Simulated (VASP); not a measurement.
# Mo (Im-3m) in VASP: notebook

Mo is run at these levels: LDA; tasks: single point.

Everything below comes from runs of VASP 6.6.1. Logs are shortened: lines on timing, memory, paths and dates and some standing lists are left out, and cuts for length are marked.

## (1) The cell of the first run

It takes space group Im-3m (No. 229, cubic). The conventional cell has a = 2.936 Å, b = 2.936 Å, c = 2.936 Å, α = 90.00°, β = 90.00°, γ = 90.00°. Within 3.4 Å of Mo (site symmetry m-3m) lie 14 Mo at 2.54 to 2.94 Å.

## (2) Single point, LDA

File INCAR:

```
ALGO     = Fast           # electronic algorithm
EDIFF    = 1E-6           # SCF threshold, eV
ENCUT    = 520            # plane-wave cutoff, eV
ISIF     = 2              # what is computed and relaxed
ISMEAR   = 0              # smearing method
LASPH    = True           # aspherical terms in the spheres
LCHARG   = False          # write CHGCAR
LREAL    = False          # projectors in reciprocal space
LWAVE    = False          # write WAVECAR
NBANDS   = 13             # bands
NELM     = 80             # most SCF steps
PREC     = Accurate       # precision mode
SIGMA    = 0.15           # smearing width, eV
```

File KPOINTS:

```
k-points
0
Gamma
  22 22 22
```

File POSCAR:

```
Mo
1.0
   -1.4678336672      1.4678336672      1.4678336672
    1.4678336672     -1.4678336672      1.4678336672
    1.4678336672      1.4678336672     -1.4678336672
Mo
1
Direct
    0.0000000000      0.0000000000      0.0000000000
```

Potentials or basis: VASP PAW LDA potentials, release 64 (Mo_sv).

Launch:

```sh
$ cat potpaw_LDA.64/Mo_sv/POTCAR > POTCAR
$ mpirun -np 1 vasp_std > vasp.out
```

OUTCAR:

```text
EDIFF = 1E-6
   ENCUT = 520
   ISIF = 2
   ISMEAR = 0
   LASPH = True
   LREAL = False
   NELM = 80
   PREC = Accurate

 ion  position               nearest neighbor table
   1  0.000  0.000  0.000-

  LATTYP: Found a body centered cubic cell.
 ALAT       =     2.9356673344

  Lattice vectors:

 A1 = (  -1.4678336672,   1.4678336672,   1.4678336672)
 A2 = (   1.4678336672,  -1.4678336672,   1.4678336672)
 A3 = (   1.4678336672,   1.4678336672,  -1.4678336672)

Analysis of symmetry for initial positions (statically):
=====================================================================
 Subroutine PRICEL returns:
 Original cell was already a primitive cell.

 Routine SETGRP: Setting up the symmetry group for a
 body centered cubic supercell.

 Subroutine GETGRP returns: Found 48 space group operations
 (whereof 48 operations were pure point group operations)
 out of a pool of 48 trial point group operations.

The static configuration has the point symmetry O_h .

Analysis of symmetry for dynamics (positions and initial velocities):
=====================================================================
 Subroutine PRICEL returns:
 Original cell was already a primitive cell.

 Routine SETGRP: Setting up the symmetry group for a
 body centered cubic supercell.

 Subroutine GETGRP returns: Found 48 space group operations
 (whereof 48 operations were pure point group operations)
 out of a pool of 48 trial point group operations.

The dynamic configuration has the point symmetry O_h .

 Subroutine INISYM returns: Found 48 space group operations
 (whereof 48 operations are pure point group operations),
 and found     1 'primitive' translations

----------------------------------------------------------------------------------------

                                     Primitive cell

  volume of cell :      12.6500

  direct lattice vectors                    reciprocal lattice vectors
    -1.467833667  1.467833667  1.467833667     0.000000000  0.340638051  0.340638051
     1.467833667 -1.467833667  1.467833667     0.340638051  0.000000000  0.340638051
     1.467833667  1.467833667 -1.467833667     0.340638051  0.340638051  0.000000000

  length of vectors
     2.542362489  2.542362489  2.542362489     0.481734952  0.481734952  0.481734952

  position of ions in fractional coordinates (direct lattice)
     0.000000000  0.000000000  0.000000000

  ion indices of the primitive-cell ions
   primitive index   ion index
                 1           1

----------------------------------------------------------------------------------------

 KPOINTS: k-points

Automatic generation of k-mesh.
 Grid dimensions read from file:
 generate k-points for:   22   22   22

 Generating k-lattice:

  Cartesian coordinates                     Fractional coordinates (reciprocal lattice)
     0.000000000  0.015483548  0.015483548     0.045454545  0.000000000  0.000000000
     0.015483548  0.000000000  0.015483548     0.000000000  0.045454545  0.000000000
     0.015483548  0.015483548  0.000000000     0.000000000  0.000000000  0.045454545

  Length of vectors
     0.021897043  0.021897043  0.021897043

  Shift w.r.t. Gamma in fractional coordinates (k-lattice)
     0.000000000  0.000000000  0.000000000

 Subroutine IBZKPT returns following result:
 ===========================================

 Found    328 irreducible k-points:

 Following reciprocal coordinates:
            Coordinates               Weight
  0.000000  0.000000  0.000000      1.000000
  0.045455  0.000000  0.000000     12.000000
  0.090909  0.000000  0.000000     12.000000
  0.136364  0.000000  0.000000     12.000000
  0.181818  0.000000  0.000000     12.000000
  0.227273  0.000000  0.000000     12.000000
[... 16 lines left out ...]
  0.090909  0.090909  0.000000     24.000000
  0.136364  0.090909  0.000000     48.000000
 [... further k-points ...]
   k-points           NKPTS =    328   k-points in BZ     NKDIM =    328   number of bands    NBANDS=     13
   number of dos      NEDOS =    301   number of ions     NIONS =      1
   total plane-waves  NPLWV =   8000
   dimension x,y,z NGX =    20 NGY =   20 NGZ =   20
   dimension x,y,z NGXF=    40 NGYF=   40 NGZF=   40
   ions per type =               1
   NGX,Y,Z   is equivalent  to a cutoff of  13.08, 13.08, 13.08 a.u.
   NGXF,Y,Z  is equivalent  to a cutoff of  26.16, 26.16, 26.16 a.u.
 SYSTEM =  unknown system
   PREC   = accura    normal or accurate (medium, high low for compatibility)
   ISTART =      0    job   : 0-new  1-cont  2-samecut
   ICHARG =      2    charge: 1-file 2-atom 10-const
   ISPIN  =      1    spin polarized calculation?
   LNONCOLLINEAR =      F non collinear calculations
   LSORBIT =      F    spin-orbit coupling
   LASPH  =      T    aspherical Exc in radial PAW
   ENCUT  =  520.0 eV  38.22 Ry    6.18 a.u.   4.73  4.73  4.73*2*pi/ulx,y,z
   NELM   =     80;   NELMIN=  2; NELMDL= -5     # of ELM steps
   EDIFF  = 0.1E-05   stopping-criterion for ELM
   LREAL  =      F    real-space projection
   EDIFFG = 0.1E-04   stopping-criterion for IOM
   NSW    =      0    number of steps for IOM
   IBRION =     -1    ionic relax: 0-MD 1-quasi-New 2-CG
   NFREE  =      0    steps in history (QN), initial steepest desc. (CG)
   ISIF   =      2    stress and relaxation
   ISYM   =      2    0-nonsym 1-usesym 2-fastsym
   POTIM  = 0.5000    time-step for ionic-motion
   TEBEG  =    0.0;   TEEND  =   0.0 temperature during run
   PSTRESS=    0.0 pullay stress
   NELECT =      14.0000    total number of electrons
   NUPDOWN=      -1.0000    fix difference up-down
   EMIN   =  10.00;   EMAX   =-10.00  energy-range for DOS
   EFERMI =   0.00;   METHOD = LEGACY
   ISMEAR =     0;   SIGMA  =   0.15  broadening in eV -4-tet -1-fermi 0-gaus
   EFERMI_NEDOS =   21; number of points for ismear=-14 and -15
   IALGO  =     68    algorithm
   IMIX   =      4    mixing-type and parameters
     AMIX     =   0.40;   BMIX     =  1.00
     AMIX_MAG =   1.60;   BMIX_MAG =  1.00
  volume/ion in A,a.u.               =      12.65        85.37
  Fermi-wavevector in a.u.,A,eV,Ry     =   1.693378  3.200021 39.015117  2.867530
  Thomas-Fermi vector in A             =   2.774795
   LORBIT       =      0    0 simple, 1 ext, 2 COOP (PROOUT), +10 PAW based schemes
   GGA     = CA    functional components
   LHFCALC =     F    Hartree Fock is set to
   AEXX    =    0.0000 exact exchange contribution
   IVDW    =     0    specifies the selected vdW correction
   LEPSILON=     F    determine dielectric tensor
   LRPA    =     F    only Hartree local field effects (RPA)
 non-spin polarized calculation
 RMM-DIIS sequential band-by-band and
 Gauss-broadening in eV      SIGMA  =   0.15
  energy-cutoff  :      520.00
  volume of cell :       12.65
 maximum number of plane-waves:       370
   NGX =  9   NGY =  9   NGZ =  9

 number of electron      13.9999998 magnetization

 Free energy of the ion-electron system (eV)
  ---------------------------------------------------
  ext. energy  EPLUGINS =         0.00000000
  ---------------------------------------------------
  free energy    TOTEN  =       -11.63562965 eV

  energy without entropy =      -11.63056934  energy(sigma->0) =      -11.63309949

 E-fermi :  16.2524     XC(G=0): -14.8222

 val. band max:       16.2388777276   @ k =  -0.3182   0.3182   0.2727
 cond. band min:      16.2644466110   @ k =   0.3636   0.1364   0.0909
 fundamental gap:      0.0255688834
 Fermi energy:        16.2524216059

 k-point     1 :       0.0000    0.0000    0.0000
  band No.  band energies     occupation
      1     -44.9219      2.00000
      2     -17.6495      2.00000
      3     -17.6495      2.00000
      4     -17.6495      2.00000
      5       8.4725      2.00000
      6      14.3434      2.00000
      7      14.3434      2.00000
      8      14.3434      2.00000
      9      18.2151      0.00000
     10      18.2151      0.00000
     11      31.2242      0.00000
     12      31.2242      0.00000
     13      31.2242      0.00000

 k-point     2 :       0.0455    0.0000    0.0000
  band No.  band energies     occupation
      1     -44.9101      2.00000
      2     -17.7100      2.00000
      3     -17.6674      2.00000
      4     -17.6503      2.00000
      5       8.5917      2.00000
      6      14.2701      2.00000
      7      14.3322      2.00000
      8      14.4583      2.00000
      9      18.0922      0.00000
     10      18.2138      0.00000
     11      31.3279      0.00000
     12      31.4236      0.00000
     13      31.5238      0.00000

 k-point     3 :       0.0909    0.0000    0.0000
  band No.  band energies     occupation
      1     -44.8752      2.00000
      2     -17.8849      2.00000
      3     -17.7193      2.00000
      4     -17.6526      2.00000
      5       8.9321      2.00000
      6      14.0627      2.00000
      7      14.2887      2.00000
      8      14.7997      2.00000
      9      17.8018      0.00000
     10      18.2147      0.00000
     11      31.6108      0.00000
     12      32.0086      0.00000
     13      32.3357      0.00000

 k-point     4 :       0.1364    0.0000    0.0000
  band No.  band energies     occupation
      1     -44.8199      2.00000
      2     -18.1552      2.00000
      3     -17.8003      2.00000
      4     -17.6562      2.00000
      5       9.4351      2.00000
      6      13.7540      2.00000
      7      14.2017      2.00000
      8      15.3578      2.00000
      9      17.5178      0.00000
     10      18.2297      0.00000
     11      31.9767      0.00000
     12      32.9444      0.00000
     13      33.4302      0.00000

 k-point     5 :       0.1818    0.0000    0.0000
  band No.  band energies     occupation
      1     -44.7481      2.00000
      2     -18.4937      2.00000
      3     -17.9029      2.00000
      4     -17.6610      2.00000
      5       9.9803      2.00000
      6      13.3852      2.00000
      7      14.1287      2.00000
      8      16.1162      1.80113
      9      17.3884      0.00000
     10      18.2736      0.00000
     11      32.2360      0.00000
     12      34.1856      0.00000
     13      34.4576      0.00000
[... 257 lines left out ...]
 k-point    22 :       0.4545    0.0455    0.0000
  band No.  band energies     occupation
      1     -44.3046      2.00000
      2     -20.3090      2.00000
      3     -18.4916      2.00000
      4     -17.7138      2.00000
      5       9.5700      2.00000
      6      11.6743      2.00000
      7      18.1419      0.00000
      8      18.4704      0.00000
      9      19.7294      0.00000
     10      22.8145      0.00000
     11      28.7312      0.00000
     12      31.5213      0.00000
     13      36.3409      0.00000

 k-point    23 :       0.0909    0.0909    0.0000
  band No.  band energies     occupation
      1     -44.7883      2.00000
      2     -18.3019      2.00000
      3     -17.8000      2.00000
      4     -17.7094      2.00000
      5       9.7274      2.00000
      6      13.7354      2.00000
      7      13.8872      2.00000
      8      15.8084      1.99997
      9      17.2695      0.00000
     10      18.3814      0.00000
     11      32.2591      0.00000
     12      33.4131      0.00000
     13      33.8552      0.00000

 k-point    24 :       0.1364    0.0909    0.0000
  band No.  band energies     occupation
      1     -44.7190      2.00000
      2     -18.6090      2.00000
      3     -17.8987      2.00000
      4     -17.7291      2.00000
      5      10.2692      2.00000
      6      13.4189      2.00000
      7      13.7061      2.00000
      8      16.6415      0.00024
      9      17.1019      0.00000
     10      18.5306      0.00000
     11      32.6945      0.00000
     12      34.0586      0.00000
     13      34.7997      0.00000

 [... further k-points ...]
[... 5 lines left out ...]
  --------------------------------------------------------------------------------------
  -------------------------------------------------------------------------------------
  Total        5.9181626      5.9181626      5.9181626     -0.0000000     -0.0000000      0.0000000
  in kB      749.5609492    749.5609492    749.5609492     -0.0000000     -0.0000000      0.0000000
  external PRESSURE =     749.5609492 kB  Pullay stress =       0.0000000 kB

 VOLUME and BASIS-vectors are now :
 -----------------------------------------------------------------------------
  energy-cutoff  :      520.00
  volume of cell :       12.65
      direct lattice vectors                 reciprocal lattice vectors
    -1.467833667  1.467833667  1.467833667     0.000000000  0.340638051  0.340638051
     1.467833667 -1.467833667  1.467833667     0.340638051  0.000000000  0.340638051
     1.467833667  1.467833667 -1.467833667     0.340638051  0.340638051  0.000000000

 POSITION                                       TOTAL-FORCE (eV/Angst)
 -----------------------------------------------------------------------------------
      0.00000      0.00000      0.00000         0.000000      0.000000      0.000000
 -----------------------------------------------------------------------------------
    total drift:                                0.000000     -0.000000      0.000000

  FREE ENERGIE OF THE ION-ELECTRON SYSTEM (eV)
  ---------------------------------------------------
  free  energy   TOTEN  =       -11.6356296502 eV

  energy  without entropy=      -11.6305693386  energy(sigma->0) =      -11.63309949
```

It took 20 s on 1 thread of Intel Xeon 6975P-C (Granite Rapids), shared host; peak memory 0.16 GiB.

What came out:

```yaml
Free_energy: -11.6356 eV
Pressure: 75.0 GPa
Band_gap_on_the_k_mesh: zero (band 7 reaches 21.57 eV, above the bottom of band 8 at 14.34 eV)
```

(Part 1 of 2 ends here.)
